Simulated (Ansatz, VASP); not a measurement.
# Zn: VASP beside Ansatz

INCAR

```
PREC = Accurate ; ENCUT = 520
EDIFF = 1E-6 ; ISMEAR = 0
SIGMA = 0.15 ; LREAL = False
LASPH = True ; NELM = 80
ALGO = Fast ; ISIF = 2
LWAVE = False ; LCHARG = True
GGA = PE ; LELF = True
LVHAR = True ; NBANDS = 12
```

Contents of KPOINTS:

```
Automatic mesh
0
Gamma
  22 22 22
```

The input POSCAR:

```
Zn
1.0
    0.2781737261      2.1799995655      2.1799995655
    2.1799995655      0.2781737261      2.1799995655
    2.1799995655      2.1799995655      0.2781737261
Zn
1
Direct
    0.0000000000      0.0000000000      0.0000000000
```

Input for Ansatz:

```yaml
crystal:
  lattice:
    - [0.2781737261, 2.1799995655, 2.1799995655]
    - [2.1799995655, 0.2781737261, 2.1799995655]
    - [2.1799995655, 2.1799995655, 0.2781737261]
  atoms:
    - { symbol: Zn, position: [0.0, 0.0, 0.0] }
basis:
  ecutwfc: 520.0
kpoints:
  mp_grid: { grid: [22, 22, 22] }
hamiltonian:
  xc: pbe
scf:
  occupations: { method: gaussian, width: 0.15 }
output:
  forces: true
  stress: true
  eigenvalues: true
```

Alike in both runs: task single point; functional PBE; k mesh 22 × 22 × 22; occupations gaussian, width 0.15 eV; no spin polarisation.

```csv
,VASP,Ansatz
version,VASP 6.6.1,Ansatz 0.2.0
potentials or method,"VASP PAW PBE potentials, release 64 (Zn), cutoff 520 eV","scalar-relativistic, plane waves, PAW"
valence electrons in the cell,12,12
```

VASP gave:

| Quantity | Value |
| --- | --- |
| gap on the k mesh at the Fermi level (eV) | none |
| pressure (GPa) | -4.1 |
| traceless stress, the component that is largest in VASP (GPa) | 0.46 |

**Question.** Estimate Ansatz's values.

**Answer.** gap on the k mesh at the Fermi level (eV): none; pressure (GPa): -4.2; traceless stress, the component that is largest in VASP (GPa): 0.55.

A gap of «none» marks a metal or a gap that the smearing closes.
